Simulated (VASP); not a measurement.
# Mg3Ge3N2 (P-3m1) in VASP: single point with PBE

Aim: the single point of Mg3Ge3N2 with PBE.

Program: VASP 6.6.1. These are calculated values, not measurements. Logs are shortened: lines on timing, memory, paths and dates and some standing lists are left out, and cuts for length are marked.

## 1. The cell of the first run

The structure is trigonal, space group P-3m1 (No. 164). Conventional cell: a = 3.233 Å, b = 3.233 Å, c = 13.971 Å, α = 90.00°, β = 90.00°, γ = 120.00°. Mg (site symmetry 3m) has 3 N at 2.04 Å within 2.7 Å. Within 3.0 Å of Mg (site symmetry -3m) lie 6 N at 2.30 Å and 6 Mg at 2.87 Å. Within 3.7 Å of Ge (site symmetry 3m) lie 9 Ge at 2.84 to 3.23 Å and 3 Mg at 3.26 Å and 1 N at 3.50 Å. Ge (site symmetry -3m) has 12 Ge at 2.84 to 3.23 Å within 3.7 Å. Within 2.7 Å of N (site symmetry 3m) lie 6 Mg at 2.04 to 2.30 Å.

## 2. Single point, PBE

The input, INCAR:

```
ALGO = Normal
EDIFF = 1E-6
ENCUT = 520
GGA = PE
ISIF = 2
ISMEAR = 0
LASPH = True
LCHARG = True
LELF = True
LREAL = False
LVHAR = True
LWAVE = False
NBANDS = 39
NELM = 60
PREC = Accurate
SIGMA = 0.1
```

The input, KPOINTS:

```
k-points
0
Gamma
  12 12 4
```

The input, POSCAR:

```
Mg3Ge3N2
1.0
    3.2327635302      0.0000000000      0.0000000000
   -1.6163817651      2.7996553416      0.0000000000
    0.0000000000      0.0000000000     13.9706051537
Mg Ge N
3 3 2
Direct
    0.6666666667      0.3333333333      0.1557729093
    0.3333333333      0.6666666667      0.8442270907
    0.0000000000      0.0000000000      0.0000000000
    0.6666666667      0.3333333333      0.6528312927
    0.3333333333      0.6666666667      0.3471687073
    0.0000000000      0.0000000000      0.5000000000
    0.3333333333      0.6666666667      0.0965241641
    0.6666666667      0.3333333333      0.9034758359
```

Potentials or basis: VASP PAW PBE potentials, release 64 (Mg, Ge_d, N).

On the command line:

```console
cat potpaw_PBE.64/Mg/POTCAR potpaw_PBE.64/Ge_d/POTCAR potpaw_PBE.64/N/POTCAR > POTCAR
mpirun -np 1 vasp_std > vasp.out
```

OUTCAR:

```text
EDIFF = 1E-6
   ENCUT = 520
   GGA = PE
   ISIF = 2
   ISMEAR = 0
   LASPH = True
   LREAL = False
   NELM = 60
   PREC = Accurate

 ion  position               nearest neighbor table
   1  0.667  0.333  0.156-   7 2.04   7 2.04   7 2.04   3 2.87   3 2.87   3 2.87   5 3.26   5 3.26
                             5 3.26
   2  0.333  0.667  0.844-   8 2.04   8 2.04   8 2.04   3 2.87   3 2.87   3 2.87   4 3.26   4 3.26
                             4 3.26
   3  0.000  0.000  0.000-   7 2.30   8 2.30   8 2.30   7 2.30   8 2.30   7 2.30   1 2.87   2 2.87
                             2 2.87   1 2.87   1 2.87   2 2.87
   4  0.667  0.333  0.653-   6 2.84   6 2.84   6 2.84   2 3.26   2 3.26   2 3.26
   5  0.333  0.667  0.347-   6 2.84   6 2.84   6 2.84   1 3.26   1 3.26   1 3.26
   6  0.000  0.000  0.500-   4 2.84   5 2.84   4 2.84   5 2.84   4 2.84   5 2.84
   7  0.333  0.667  0.097-   1 2.04   1 2.04   1 2.04   3 2.30   3 2.30   3 2.30
   8  0.667  0.333  0.903-   2 2.04   2 2.04   2 2.04   3 2.30   3 2.30   3 2.30

  LATTYP: Found a hexagonal cell.
 ALAT       =     3.2327635302
 C/A-ratio  =     4.3215672978

  Lattice vectors:

 A1 = (   3.2327635302,   0.0000000000,   0.0000000000)
 A2 = (  -1.6163817651,   2.7996553416,   0.0000000000)
 A3 = (   0.0000000000,   0.0000000000,  13.9706051537)

Analysis of symmetry for initial positions (statically):
=====================================================================
 Subroutine PRICEL returns:
 Original cell was already a primitive cell.

 Routine SETGRP: Setting up the symmetry group for a
 hexagonal supercell.

 Subroutine GETGRP returns: Found 12 space group operations
 (whereof 12 operations were pure point group operations)
 out of a pool of 24 trial point group operations.

The static configuration has the point symmetry D_3d.

Analysis of symmetry for dynamics (positions and initial velocities):
=====================================================================
 Subroutine PRICEL returns:
 Original cell was already a primitive cell.

 Routine SETGRP: Setting up the symmetry group for a
 hexagonal supercell.

 Subroutine GETGRP returns: Found 12 space group operations
 (whereof 12 operations were pure point group operations)
 out of a pool of 24 trial point group operations.

The dynamic configuration has the point symmetry D_3d.

 Subroutine INISYM returns: Found 12 space group operations
 (whereof 12 operations are pure point group operations),
 and found     1 'primitive' translations

----------------------------------------------------------------------------------------

[... 107 lines left out ...]
   NSW    =      0    number of steps for IOM
   IBRION =     -1    ionic relax: 0-MD 1-quasi-New 2-CG
   NFREE  =      0    steps in history (QN), initial steepest desc. (CG)
   ISIF   =      2    stress and relaxation
   ISYM   =      2    0-nonsym 1-usesym 2-fastsym
   POTIM  = 0.5000    time-step for ionic-motion
   TEBEG  =    0.0;   TEEND  =   0.0 temperature during run
   PSTRESS=    0.0 pullay stress
   NELECT =      58.0000    total number of electrons
   NUPDOWN=      -1.0000    fix difference up-down
   EMIN   =  10.00;   EMAX   =-10.00  energy-range for DOS
   EFERMI =   0.00;   METHOD = LEGACY
   ISMEAR =     0;   SIGMA  =   0.10  broadening in eV -4-tet -1-fermi 0-gaus
   EFERMI_NEDOS =   21; number of points for ismear=-14 and -15
   IALGO  =     38    algorithm
   IMIX   =      4    mixing-type and parameters
     AMIX     =   0.40;   BMIX     =  1.00
     AMIX_MAG =   1.60;   BMIX_MAG =  1.00
  volume/ion in A,a.u.               =      15.81       106.66
  Fermi-wavevector in a.u.,A,eV,Ry     =   1.262563  2.385897 21.688562  1.594064
  Thomas-Fermi vector in A             =   2.395964
   LORBIT       =      0    0 simple, 1 ext, 2 COOP (PROOUT), +10 PAW based schemes
   GGA     = PE    functional components
   LHFCALC =     F    Hartree Fock is set to
   AEXX    =    0.0000 exact exchange contribution
   IVDW    =     0    specifies the selected vdW correction
   LEPSILON=     F    determine dielectric tensor
   LRPA    =     F    only Hartree local field effects (RPA)
 non-spin polarized calculation
 Gauss-broadening in eV      SIGMA  =   0.10
  energy-cutoff  :      520.00
  volume of cell :      126.44
 maximum number of plane-waves:      3456
   NGX = 13   NGY = 13   NGZ = 51

 number of electron      58.0000017 magnetization

 Free energy of the ion-electron system (eV)
  ---------------------------------------------------
  ext. energy  EPLUGINS =         0.00000000
  ---------------------------------------------------
  free energy    TOTEN  =       -36.48288675 eV

  energy without entropy =      -36.47152874  energy(sigma->0) =      -36.47720775

 E-fermi :   4.3339     XC(G=0): -10.3116

 val. band max:        4.2935898029   @ k =   0.0000   0.0000   0.2500
 cond. band min:       4.3409352987   @ k =   0.3333   0.0833   0.0000
 fundamental gap:      0.0473454957
 Fermi energy:         4.3338780712

 k-point     1 :       0.0000    0.0000    0.0000
  band No.  band energies     occupation
      1     -20.3833      2.00000
      2     -20.3833      2.00000
      3     -20.3590      2.00000
      4     -20.3590      2.00000
      5     -20.3479      2.00000
      6     -20.3390      2.00000
[... 997 lines left out ...]
     38      11.9508      0.00000
     39      12.4903      0.00000

 [... further k-points ...]
[... 5 lines left out ...]
  --------------------------------------------------------------------------------------
  -------------------------------------------------------------------------------------
  Total       -0.1032101     -0.1032101     -0.1646647      0.0000000      0.0000000      0.0000000
  in kB       -1.3077931     -1.3077931     -2.0864955      0.0000000      0.0000000      0.0000000
  external PRESSURE =      -1.5673606 kB  Pullay stress =       0.0000000 kB

 VOLUME and BASIS-vectors are now :
 -----------------------------------------------------------------------------
  energy-cutoff  :      520.00
  volume of cell :      126.44
      direct lattice vectors                 reciprocal lattice vectors
     3.232763530  0.000000000  0.000000000     0.309332864  0.178593412  0.000000000
    -1.616381765  2.799655342  0.000000000     0.000000000  0.357186824  0.000000000
     0.000000000  0.000000000 13.970605154     0.000000000  0.000000000  0.071578861

 POSITION                                       TOTAL-FORCE (eV/Angst)
 -----------------------------------------------------------------------------------
      1.61638      0.93322      2.17624         0.000000     -0.000000     -0.016957
     -0.00000      1.86644     11.79436        -0.000000      0.000000      0.016957
      0.00000      0.00000      0.00000         0.000000      0.000000      0.000000
      1.61638      0.93322      9.12045        -0.000000      0.000000      0.015520
     -0.00000      1.86644      4.85016         0.000000      0.000000     -0.015520
      0.00000      0.00000      6.98530         0.000000      0.000000      0.000000
     -0.00000      1.86644      1.34850        -0.000000      0.000000     -0.008060
      1.61638      0.93322     12.62210         0.000000      0.000000      0.008060
 -----------------------------------------------------------------------------------
    total drift:                                0.000000     -0.000000      0.000000

  FREE ENERGIE OF THE ION-ELECTRON SYSTEM (eV)
  ---------------------------------------------------
  free  energy   TOTEN  =       -36.4828867541 eV

  energy  without entropy=      -36.4715287417  energy(sigma->0) =      -36.47720775
```

OSZICAR:

```text
N       E                     dE             d eps       ncg     rms          rms(c)
DAV:   1     0.589871849436E+03    0.58987E+03   -0.27291E+04  6731   0.324E+03
DAV:   2     0.742509457666E+02   -0.51562E+03   -0.49060E+03  5462   0.878E+02
DAV:   3    -0.366776785598E+02   -0.11093E+03   -0.10869E+03  6102   0.206E+02
DAV:   4    -0.447162146603E+02   -0.80385E+01   -0.79858E+01  6512   0.634E+01
DAV:   5    -0.449400749872E+02   -0.22386E+00   -0.22364E+00  6165   0.115E+01    0.134E+01
DAV:   6    -0.364724262788E+02    0.84676E+01   -0.33714E+01  6438   0.209E+01    0.555E+00
DAV:   7    -0.369317488294E+02   -0.45932E+00   -0.91939E+00  6266   0.124E+01    0.327E+00
DAV:   8    -0.366254545392E+02    0.30629E+00   -0.63580E-01  7405   0.418E+00    0.249E+00
DAV:   9    -0.366906397911E+02   -0.65185E-01   -0.23350E+00  7238   0.665E+00    0.253E+00
DAV:  10    -0.364877508090E+02    0.20289E+00   -0.87956E-01  7220   0.250E+00    0.422E-01
DAV:  11    -0.364889304120E+02   -0.11796E-02   -0.37073E-02  6055   0.172E+00    0.340E-01
DAV:  12    -0.364847512889E+02    0.41791E-02   -0.34354E-02  6208   0.180E+00    0.324E-01
DAV:  13    -0.364837336006E+02    0.10177E-02   -0.17152E-02  7722   0.931E-01    0.110E-01
DAV:  14    -0.364829037408E+02    0.82986E-03   -0.43964E-03  6318   0.751E-01    0.373E-02
DAV:  15    -0.364828871529E+02    0.16588E-04   -0.38521E-04  7310   0.211E-01    0.128E-02
DAV:  16    -0.364829094300E+02   -0.22277E-04   -0.71004E-05  6827   0.563E-02    0.214E-02
DAV:  17    -0.364828868693E+02    0.22561E-04   -0.88226E-05  6214   0.724E-02    0.328E-03
DAV:  18    -0.364828867541E+02    0.11520E-06   -0.37935E-06  4746   0.176E-02
   1 F= -.36482887E+02 E0= -.36477208E+02  d E =-.113580E-01
```

Run time: 2.8 min. Hardware: 1 thread of Intel Xeon 6975P-C (Granite Rapids), shared host; peak memory 0.43 GiB.

Results:

```yaml
Free_energy: -36.4829 eV
Pressure: -0.2 GPa
Largest_force: 0.017 eV/Å
Band_gap_on_the_k_mesh: zero (bands 29 and 30 overlap by 4.84 eV)
```

Forces on the atoms (eV/Å):
```
Mg   0.000  0.000 -0.017
Mg   0.000  0.000  0.017
Mg   0.000  0.000  0.000
Ge   0.000  0.000  0.016
Ge   0.000  0.000 -0.016
Ge   0.000  0.000  0.000
N    0.000  0.000 -0.008
N    0.000  0.000  0.008
```

The gap in the log of VASP goes by the Fermi energy; the results here count the filled bands.